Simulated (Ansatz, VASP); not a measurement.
**RbVO2 in VASP and in Ansatz**

```
Rb V O
1.0
     2.68716    0.00000    0.00000
     0.00000    2.68716    0.00000
     0.00000    0.00000    7.39054
Rb V O
1 1 2
Direct
  0.00000 0.00000 0.50000
  0.50000 0.50000 0.00000
  0.00000 0.00000 0.84827
  0.00000 0.00000 0.15173
```

Alike in both runs: functional PBE; k mesh 6 × 6 × 4; occupations gaussian, width 0.1 eV; collinear spin.

Ansatz relaxed the structure, and its values are those at the end. VASP's run is a single point on that final structure, the one shown.

|  | VASP | Ansatz |
| --- | --- | --- |
| version | VASP 6.6.1 | Ansatz 0.2.0 |
| potentials or method | VASP PAW PBE potentials, release 64 (Rb_sv, V_sv, O), cutoff 520 eV | scalar-relativistic, plane waves, PAW |
| valence electrons in the cell | 34 | 34 |

```tsv
	VASP	Ansatz	Ansatz less VASP
gap on the k mesh at the Fermi level (eV)	none	none	-
pressure (GPa)	0.7	0.1	-0.65
rms of the force components (eV/Å)	0.018	0.016	-0.0022
net moment per atom (μB)	0.06	0.06	0.000
size of the moment on the site where the two differ most (μB)	0.27	0.23	-0.034
```

Site moments also hang on the region over which each program counts them. A gap of «none» marks a metal or a gap that the smearing closes.

The k mesh is coarse, so the values compare programs but aren't converged.
